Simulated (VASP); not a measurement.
# Pt (Fm-3m) in VASP: notebook

The runs below take Pt through relaxation of cell and atoms, single point, with revPBE+D4, PBEsol-based global hybrid with 25 % exact exchange, SCAN, PBE0+D3(BJ).

All numbers are computed with VASP 6.6.1; they aren't measurements. Logs are shortened: lines on timing, memory, paths and dates and some standing lists are left out, and cuts for length are marked.

## 1. The cell of the first run

It takes space group Fm-3m (No. 225, cubic). Conventional cell: a = 3.922 Å, b = 3.922 Å, c = 3.922 Å, α = 90.00°, β = 90.00°, γ = 90.00°. Within 3.7 Å of Pt (site symmetry m-3m) lie 12 Pt at 2.77 Å.

## 2. Relaxation of cell and atoms, revPBE+D4

The input, INCAR:

```
SYSTEM = Pt
PREC = Accurate ; ENCUT = 600
EDIFF = 1E-6 ; ISMEAR = -1
SIGMA = 0.05 ; LREAL = .False.
LASPH = .True. ; NELM = 80
ALGO = Normal ; ISIF = 3
LWAVE = .False. ; LCHARG = .False.
GGA = RE ; IVDW = 13
IBRION = 2 ; NSW = 60
EDIFFG = -0.01
```

The input, KPOINTS:

```
regular mesh
0
Gamma
  12 12 12
  0 0 0
```

The input, POSCAR:

```
Pt
1.0
    0.0000000000      1.9609000000      1.9609000000
    1.9609000000      0.0000000000      1.9609000000
    1.9609000000      1.9609000000      0.0000000000
Pt
1
Direct
    0.0000000000      0.0000000000      0.0000000000
```

Potentials or basis: VASP PAW PBE potentials, release 64 (Pt).

Started as:

```sh
cat potpaw_PBE.64/Pt/POTCAR > POTCAR
mpirun -np 1 vasp_std > vasp.out
```

OUTCAR:

```text
SYSTEM = Pt
   PREC = Accurate
   ENCUT = 600
   EDIFF = 1E-6
   ISMEAR = -1
   LREAL = .False.
   LASPH = .True.
   NELM = 80
   ISIF = 3
   GGA = RE
   IVDW = 13
   IBRION = 2
   NSW = 60
   EDIFFG = -0.01

 ion  position               nearest neighbor table
   1  0.000  0.000  0.000-

  LATTYP: Found a face centered cubic cell.
 ALAT       =     3.9218000000

  Lattice vectors:

 A1 = (   0.0000000000,   1.9609000000,   1.9609000000)
 A2 = (   1.9609000000,   0.0000000000,   1.9609000000)
 A3 = (   1.9609000000,   1.9609000000,   0.0000000000)

Analysis of symmetry for initial positions (statically):
=====================================================================
 Subroutine PRICEL returns:
 Original cell was already a primitive cell.

 Routine SETGRP: Setting up the symmetry group for a
 face centered cubic supercell.

 Subroutine GETGRP returns: Found 48 space group operations
 (whereof 48 operations were pure point group operations)
 out of a pool of 48 trial point group operations.

The static configuration has the point symmetry O_h .

Analysis of symmetry for dynamics (positions and initial velocities):
=====================================================================
 Subroutine PRICEL returns:
 Original cell was already a primitive cell.

 Routine SETGRP: Setting up the symmetry group for a
 face centered cubic supercell.

 Subroutine GETGRP returns: Found 48 space group operations
 (whereof 48 operations were pure point group operations)
 out of a pool of 48 trial point group operations.

The dynamic configuration has the point symmetry O_h .

 Subroutine INISYM returns: Found 48 space group operations
 (whereof 48 operations are pure point group operations),
 and found     1 'primitive' translations

----------------------------------------------------------------------------------------

                                     Primitive cell

  volume of cell :      15.0798

  direct lattice vectors                    reciprocal lattice vectors
     0.000000000  1.960900000  1.960900000    -0.254984956  0.254984956  0.254984956
     1.960900000  0.000000000  1.960900000     0.254984956 -0.254984956  0.254984956
     1.960900000  1.960900000  0.000000000     0.254984956  0.254984956 -0.254984956

  length of vectors
     2.773131374  2.773131374  2.773131374     0.441646899  0.441646899  0.441646899

  position of ions in fractional coordinates (direct lattice)
     0.000000000  0.000000000  0.000000000

  ion indices of the primitive-cell ions
   primitive index   ion index
                 1           1

----------------------------------------------------------------------------------------

 KPOINTS: regular mesh

Automatic generation of k-mesh.
 Grid dimensions read from file:
 generate k-points for:   12   12   12

 Generating k-lattice:

  Cartesian coordinates                     Fractional coordinates (reciprocal lattice)
    -0.021248746  0.021248746  0.021248746     0.083333333  0.000000000  0.000000000
     0.021248746 -0.021248746  0.021248746     0.000000000  0.083333333  0.000000000
     0.021248746  0.021248746 -0.021248746     0.000000000  0.000000000  0.083333333

  Length of vectors
     0.036803908  0.036803908  0.036803908

  Shift w.r.t. Gamma in fractional coordinates (k-lattice)
     0.000000000  0.000000000  0.000000000

 Subroutine IBZKPT returns following result:
 ===========================================

 Found     72 irreducible k-points:

 Following reciprocal coordinates:
            Coordinates               Weight
  0.000000  0.000000  0.000000      1.000000
  0.083333  0.000000  0.000000      8.000000
  0.166667  0.000000  0.000000      8.000000
  0.250000  0.000000  0.000000      8.000000
  0.333333  0.000000  0.000000      8.000000
  0.416667  0.000000  0.000000      8.000000
[... 16 lines left out ...]
  0.500000  0.166667  0.000000     24.000000
 -0.416667  0.166667  0.000000     24.000000
 [... further k-points ...]
   k-points           NKPTS =     72   k-points in BZ     NKDIM =     72   number of bands    NBANDS=      9
   number of dos      NEDOS =    301   number of ions     NIONS =      1
   total plane-waves  NPLWV =  13824
   dimension x,y,z NGX =    24 NGY =   24 NGZ =   24
   dimension x,y,z NGXF=    48 NGYF=   48 NGZF=   48
   ions per type =               1
   NGX,Y,Z   is equivalent  to a cutoff of  14.39, 14.39, 14.39 a.u.
   NGXF,Y,Z  is equivalent  to a cutoff of  28.78, 28.78, 28.78 a.u.
 SYSTEM =  Pt
   PREC   = accura    normal or accurate (medium, high low for compatibility)
   ISTART =      0    job   : 0-new  1-cont  2-samecut
   ICHARG =      2    charge: 1-file 2-atom 10-const
   ISPIN  =      1    spin polarized calculation?
   LNONCOLLINEAR =      F non collinear calculations
   LSORBIT =      F    spin-orbit coupling
   LASPH  =      T    aspherical Exc in radial PAW
   ENCUT  =  600.0 eV  44.10 Ry    6.64 a.u.   5.54  5.54  5.54*2*pi/ulx,y,z
[... 54 lines left out ...]
 fundamental gap:      0.0069344785
 Fermi energy:        11.3481483781

 k-point     1 :       0.0000    0.0000    0.0000
  band No.  band energies     occupation
      1       1.1309      2.00000
      2       7.5496      2.00000
      3       7.5496      2.00000
      4       7.5496      2.00000
      5       9.6991      2.00000
      6       9.6991      2.00000
      7      25.9459      0.00000
      8      30.9293      0.00000
      9      30.9293      0.00000

 k-point     2 :       0.0833    0.0000    0.0000
  band No.  band energies     occupation
      1       1.4086      2.00000
      2       7.4288      2.00000
      3       7.6573      2.00000
      4       7.6573      2.00000
      5       9.6411      2.00000
      6       9.6411      2.00000
      7      26.3724      0.00000
      8      29.6031      0.00000
      9      31.3570      0.00000

 k-point     3 :       0.1667    0.0000    0.0000
  band No.  band energies     occupation
      1       2.1785      2.00000
      2       7.1879      2.00000
      3       7.8762      2.00000
      4       7.8762      2.00000
      5       9.5944      2.00000
      6       9.5944      2.00000
      7      27.2316      0.00000
      8      27.3776      0.00000
      9      32.5478      0.00000

 k-point     4 :       0.2500    0.0000    0.0000
  band No.  band energies     occupation
      1       3.1765      2.00000
      2       7.2000      2.00000
      3       7.9207      2.00000
      4       7.9207      2.00000
      5       9.8771      2.00000
      6       9.8771      2.00000
      7      24.6432      0.00000
      8      27.6907      0.00000
      9      33.9906      0.00000

 k-point     5 :       0.3333    0.0000    0.0000
  band No.  band energies     occupation
      1       3.8470      2.00000
      2       7.7429      2.00000
      3       7.7429      2.00000
      4       8.0597      2.00000
      5      10.5048      2.00000
      6      10.5048      2.00000
      7      21.6690      0.00000
      8      26.7272      0.00000
      9      32.7270      0.00000

 k-point     6 :       0.4167    0.0000    0.0000
  band No.  band energies     occupation
      1       4.0108      2.00000
      2       7.5553      2.00000
      3       7.5553      2.00000
      4       9.7509      2.00000
      5      11.1183      1.98005
      6      11.1183      1.98005
      7      18.7215      0.00000
      8      25.8307      0.00000
      9      30.9760      0.00000
[... 169 lines left out ...]
 k-point    21 :       0.3333    0.1667    0.0000
  band No.  band energies     occupation
      1       4.2543      2.00000
      2       6.3607      2.00000
      3       7.6500      2.00000
      4       8.6287      2.00000
      5      10.2725      2.00000
      6      10.8089      1.99996
      7      24.1917      0.00000
      8      28.3845      0.00000
      9      29.2928      0.00000

 k-point    22 :       0.4167    0.1667    0.0000
  band No.  band energies     occupation
      1       4.6911      2.00000
      2       6.8821      2.00000
      3       7.4185      2.00000
      4       8.4453      2.00000
      5      11.3065      1.39425
      6      11.8724      0.00006
      7      20.8004      0.00000
      8      27.2780      0.00000
      9      28.6954      0.00000

 k-point    23 :       0.5000    0.1667    0.0000
  band No.  band energies     occupation
      1       4.7738      2.00000
      2       6.8917      2.00000
      3       8.1455      2.00000
      4       8.2542      2.00000
      5      11.4344      0.30234
      6      13.8103      0.00000
      7      17.8154      0.00000
      8      26.5201      0.00000
      9      28.7700      0.00000

 k-point    24 :      -0.4167    0.1667    0.0000
  band No.  band energies     occupation
      1       4.8321      2.00000
      2       6.9056      2.00000
      3       8.1645      2.00000
      4       8.4591      2.00000
      5      11.0370      1.99604
      6      14.3704      0.00000
      7      17.3817      0.00000
      8      26.1418      0.00000
      9      28.2470      0.00000

 [... further k-points ...]

------------------------ aborting loop because EDIFF is reached ----------------------------------------

  DFT-D4 for vdW energy calculation

  Edisp (eV):   -1.25547

  FORCE on cell =-STRESS in cart. coord.  units (eV):
  Direction    XX          YY          ZZ          XY          YZ          ZX
  --------------------------------------------------------------------------------------
  -------------------------------------------------------------------------------------
  Total      -0.00134    -0.00134    -0.00134     0.00000    -0.00000    -0.00000
  in kB      -0.14223    -0.14223    -0.14223     0.00000    -0.00000    -0.00000
  external pressure =       -0.14 kB  Pullay stress =        0.00 kB

 VOLUME and BASIS-vectors are now :
 -----------------------------------------------------------------------------
  energy-cutoff  :      600.00
  volume of cell :       15.08
      direct lattice vectors                 reciprocal lattice vectors
     0.000000000  1.960900000  1.960900000    -0.254984956  0.254984956  0.254984956
     1.960900000  0.000000000  1.960900000     0.254984956 -0.254984956  0.254984956
     1.960900000  1.960900000  0.000000000     0.254984956  0.254984956 -0.254984956

 POSITION                                       TOTAL-FORCE (eV/Angst)
 -----------------------------------------------------------------------------------
      0.00000      0.00000      0.00000         0.000000      0.000000      0.000000
 -----------------------------------------------------------------------------------
    total drift:                               -0.000000      0.000000     -0.000000

  FREE ENERGIE OF THE ION-ELECTRON SYSTEM (eV)
  ---------------------------------------------------
  free  energy   TOTEN  =        -6.8169595402 eV

  energy  without entropy=       -6.8015349315  energy(sigma->0) =       -6.80924724

 reached required accuracy - stopping structural energy minimisation
```

It took 15 s on 1 thread of Intel Xeon 8259CL, shared host; peak memory 0.15 GiB.

Results:

| Quantity | Value |
| --- | --- |
| Free energy | -6.8170 eV |
| Pressure after relaxing | 0.0 GPa |
| Band gap on the k mesh | zero (bands 5 and 6 overlap by 2.24 eV) |
| Dispersion energy per atom | -1.255 eV |

Final structure:
```yaml
crystal:
  lattice:
    - [0.00000, 1.96090, 1.96090]
    - [1.96090, 0.00000, 1.96090]
    - [1.96090, 1.96090, 0.00000]
  atoms:
    - { symbol: Pt, position: [0.00000, 0.00000, 0.00000] }
```

Caveat: the relaxation stopped at its first step, so nothing moved; the PAW data sets were made with another functional, which shifts forces and pressure a little; spin-orbit coupling is left out, which moves the levels of the heavy elements.

## 3. Single point, PBEsol-based global hybrid with 25 % exact exchange

This run uses another cell than the first one, of 14.59 Å³/atom.

The input, POSCAR:

```
Pt
1.0
    0.0000000000      1.9394301476      1.9394301476
    1.9394301476      0.0000000000      1.9394301476
    1.9394301476      1.9394301476      0.0000000000
Pt
1
Direct
    0.0000000000      0.0000000000      0.0000000000
```

The input, INCAR.step1:

```
  PREC = Accurate
  ENCUT = 520
  EDIFF = 1E-5
  ISMEAR = -1
  SIGMA = 0.05
  LREAL = F
  LASPH = T
  NELM = 80
  ALGO = Normal
  ISIF = 2
  LWAVE = T
  LCHARG = F
  GGA = PE
  NBANDS = 11
```

The input, INCAR.step2:

```
  PREC = Accurate
  ENCUT = 520
  EDIFF = 1E-6
  ISMEAR = -1
  SIGMA = 0.05
  LREAL = F
  LASPH = T
  NELM = 80
  ALGO = Normal
  ISIF = 2
  LWAVE = F
  LCHARG = F
  GGA = PS
  LHFCALC = T
  AEXX = 0.25
  PRECFOCK = Normal
  ISTART = 1
  NBANDS = 11
```

The input, KPOINTS:

```
Automatic mesh
0
Gamma
  6 6 6
```

Potentials or basis: VASP PAW PBE potentials, release 64 (Pt).

Started as:

```sh
cat potpaw_PBE.64/Pt/POTCAR > POTCAR
cp INCAR.step1 INCAR
mpirun -np 1 vasp_std > vasp.out
cp INCAR.step2 INCAR
mpirun -np 1 vasp_std > vasp.out
```

Run time: 12 min. Hardware: 1 thread of Intel Xeon 8259CL, shared host; peak memory 0.14 GiB.

It converged, with:

| Item | Value |
| --- | --- |
| Free energy | -8.1954 eV |
| Pressure | 0.1 GPa |
| Band gap on the k mesh | zero (bands 5 and 6 overlap by 3.86 eV) |

Levels at points of the mesh, in eV from the Fermi level:
```tsv
k point	band 2	band 3	band 4	band 5	band 6	band 7	band 8	band 9
(0.00, 0.00, 0.00)	-4.99	-4.99	-4.99	-2.70	-2.70	16.42	21.79	21.79
(0.50, 0.00, 0.00)	-5.15	-5.15	-0.73	-0.03	-0.02	7.74	15.94	21.35
(0.50, 0.50, 0.00)	-8.20	-0.65	1.08	1.08	2.55	11.12	13.24	13.24
```

Caveat: the k points lie up to 0.47 Å⁻¹ apart, too coarse for converged energies and pressures of a metal; the PAW data sets were made with another functional, which shifts forces and pressure a little; spin-orbit coupling is left out, which moves the levels of the heavy elements.

## 4. Relaxation of cell and atoms, SCAN

The input, POSCAR:

```
Pt
1.0
    0.0000000000      1.9609000000      1.9609000000
    1.9609000000      0.0000000000      1.9609000000
    1.9609000000      1.9609000000      0.0000000000
Pt
1
Direct
    0.0000000000      0.0000000000      0.0000000000
```

The input, INCAR.step1:

```
SYSTEM = Pt
METAGGA = SCAN ; ISMEAR = 1
SIGMA = 0.05 ; LWAVE = .FALSE.
LCHARG = .FALSE. ; NSW = 80
PREC = Accurate ; LASPH = .TRUE.
LREAL = .FALSE. ; ALGO = Normal
EDIFF = 1E-7 ; NELM = 120
GGA_COMPAT = .FALSE. ; IBRION = 2
ISIF = 3 ; EDIFFG = -0.002
NELMIN = 4 ; ENCUT = 650
LMIXTAU = .TRUE. ; KPAR = 2
POTIM = 0.5
```

The input, INCAR.step4:

```
SYSTEM = Pt
METAGGA = SCAN ; ISMEAR = 1
SIGMA = 0.05 ; LWAVE = .FALSE.
LCHARG = .FALSE. ; PREC = Accurate
LASPH = .TRUE. ; LREAL = .FALSE.
ALGO = Normal ; EDIFF = 1E-7
NELM = 120 ; GGA_COMPAT = .FALSE.
ISIF = 2 ; ENCUT = 650
LMIXTAU = .TRUE. ; KPAR = 2
```

The input, KPOINTS:

```
Automatic mesh
0
Gamma
  16 16 16
  0 0 0
```

Started as:

```sh
cat potpaw_PBE.64/Pt/POTCAR > POTCAR
cp INCAR.step1 INCAR
cp POSCAR.step1 POSCAR
mpirun -np 2 vasp_std > vasp.out
cp CONTCAR POSCAR
mpirun -np 2 vasp_std > vasp.out
cp CONTCAR POSCAR
mpirun -np 2 vasp_std > vasp.out
cp CONTCAR POSCAR
cp INCAR.step4 INCAR
mpirun -np 2 vasp_std > vasp.out
```

It took 16 min on 2 MPI ranks of AMD EPYC 7R43 (Zen 3), shared host; peak memory 0.14 GiB.

The run converged. Its results:

```
Free energy                           : -70.2549 eV
Relaxed volume                        : 14.79 Å³/atom
Relaxed cell                          : a = 2.755 Å, b = 2.755 Å, c = 2.755 Å, α = 60.00°, β = 60.00°, γ = 60.00°
Space group after relaxing (to 0.1 Å) : Fm-3m (No. 225)
Energy gained by relaxing             : 4.9 meV/atom
Ionic steps                           : 11
Pressure after relaxing               : 0.0 GPa
Band gap on the k mesh                : zero (bands 5 and 6 overlap by 2.58 eV)
```

Step by step:
```tsv
step	energy change (eV)	largest force (eV/Å)	pressure (GPa)	volume (Å³)
1	0.0000	0.0000	-5.48	15.08
2	0.0410	0.0000	19.30	13.98
3	-0.0050	0.0000	-0.13	14.80
4	-0.0050	0.0000	-0.03	14.79
5	-0.0050	0.0000	0.09	14.79
6	-0.0050	0.0000	-0.16	14.80
7	-0.0050	0.0000	-0.02	14.79
8	-0.0050	0.0000	0.05	14.79
9	-0.0050	0.0000	-0.01	14.79
10	-0.0049	0.0000	0.01	14.79
11	-0.0049	0.0000	0.01	14.79
```

Final structure:
```
Pt
1.0
     0.00000    1.94827    1.94827
     1.94827    0.00000    1.94827
     1.94827    1.94827    0.00000
Pt
1
Cartesian
  0.0000 0.0000 0.0000
```

Levels at points of the mesh, in eV from the Fermi level:
| k point | band 3 | band 4 | band 5 | band 6 | band 7 | band 8 |
| --- | --- | --- | --- | --- | --- | --- |
| (0.00, 0.00, 0.00) | -4.09 | -4.09 | -1.84 | -1.84 | 15.22 | 20.43 |
| (0.50, 0.00, 0.00) | -4.19 | -0.66 | 0.07 | 0.07 | 6.04 | 14.91 |
| (0.50, 0.50, 0.00) | -0.05 | 0.63 | 0.63 | 1.58 | 9.08 | 11.67 |

Caveat: the PAW data sets were made with another functional, which shifts forces and pressure a little; spin-orbit coupling is left out, which moves the levels of the heavy elements.

## 5. Single point, PBE0+D3(BJ)

This run uses another cell than the first one, of 14.65 Å³/atom.

The input, POSCAR:

```
Pt
1.0
    0.0000000000      1.9421934086      1.9421934086
    1.9421934086      0.0000000000      1.9421934086
    1.9421934086      1.9421934086      0.0000000000
Pt
1
Direct
    0.0000000000      0.0000000000      0.0000000000
```

The input, INCAR.step1:

```
SYSTEM = Pt
PREC = Accurate ; ENCUT = 520
EDIFF = 1E-5 ; ISMEAR = -1
SIGMA = 0.1 ; LREAL = .FALSE.
LASPH = .TRUE. ; NELM = 100
ALGO = Normal ; ISIF = 2
LWAVE = .TRUE. ; GGA = PE
NBANDS = 11
```

The input, INCAR.step2:

```
SYSTEM = Pt
PREC = Accurate ; ENCUT = 520
EDIFF = 1E-6 ; ISMEAR = -1
SIGMA = 0.1 ; LREAL = .FALSE.
LASPH = .TRUE. ; NELM = 100
ALGO = Normal ; ISIF = 2
LWAVE = .FALSE. ; LCHARG = .TRUE.
GGA = PE ; LHFCALC = .TRUE.
AEXX = 0.25 ; PRECFOCK = Normal
IVDW = 12 ; LELF = .TRUE.
LVHAR = .TRUE. ; ISTART = 1
NBANDS = 11
```

The input, KPOINTS:

```
regular mesh
0
G
  8 8 8
  0 0 0
```

Started as:

```sh
cat potpaw_PBE.64/Pt/POTCAR > POTCAR
cp INCAR.step1 INCAR
mpirun -np 1 vasp_std > vasp.out
cp INCAR.step2 INCAR
mpirun -np 1 vasp_std > vasp.out
```

It took 77 min on 1 thread of AMD EPYC 7R43 (Zen 3), shared host; peak memory 0.11 GiB.

Results (log left out):

- Free energy: -8.2622 eV
- Pressure: -1.0 GPa
- Band gap on the k mesh: zero (bands 5 and 6 overlap by 3.83 eV)
- Dispersion energy per atom: -0.890 eV

Levels at points of the mesh, in eV from the Fermi level:
```
           k point  band 2  band 3  band 4  band 5  band 6  band 7  band 8  band 9
(0.00, 0.00, 0.00)   -4.85   -4.85   -4.85   -2.60   -2.60   16.49   21.87   21.87
(0.50, 0.00, 0.00)   -5.02   -5.02   -0.53    0.33    0.33    7.81   16.03   21.42
(0.50, 0.50, 0.00)   -8.04   -0.62    1.10    1.10    2.60   11.19   13.34   13.34
```

Caveat: the PAW data sets were made with another functional, which shifts forces and pressure a little; spin-orbit coupling is left out, which moves the levels of the heavy elements.

## 6. The runs side by side

| task | level | cell | k mesh | cutoff (eV) | smearing | dipole correction | grid for exact exchange (PRECFOCK) | share of exact exchange | tolerance level | purpose | gap on the mesh (eV) | pressure (GPa) |
| --- | --- | --- | --- | --- | --- | --- | --- | --- | --- | --- | --- | --- |
| relaxation of cell and atoms | revPBE+D4 | relaxed from a = 2.773 Å, angles 60.0°, 1 atom | 12 × 12 × 12 | 600 | fermi-dirac 0.05 eV | no | - | - | - | - | none | 0.0 |
| single point | PBEsol-based global hybrid with 25 % exact exchange | a = 2.743 Å, angles 60.0°, 1 atom | 6 × 6 × 6 | 520 | fermi-dirac 0.05 eV | no | Normal | 0.25 | - | - | none | 0.1 |
| relaxation of cell and atoms | SCAN | relaxed from a = 2.773 Å, angles 60.0°, 1 atom | 16 × 16 × 16 | 650 | methfessel-paxton 0.05 eV | - | - | - | standard | cell | none | 0.0 |
| single point | PBE0+D3(BJ) | a = 2.747 Å, angles 60.0°, 1 atom | 8 × 8 × 8 | 520 | fermi-dirac 0.1 eV | no | Normal | 0.25 | - | - | none | -1.0 |

Alike in all rows: potentials or basis VASP PAW PBE potentials, release 64 (Pt); no spin polarisation.

Caveats: some runs use coarse meshes; the PAW data sets were made with another functional, which shifts forces and pressure a little; spin-orbit coupling is left out, which moves the levels of the heavy elements; the relaxation stopped at its first step, so nothing moved (at least some runs).

Absolute energies hang on the potentials; compare differences alone.
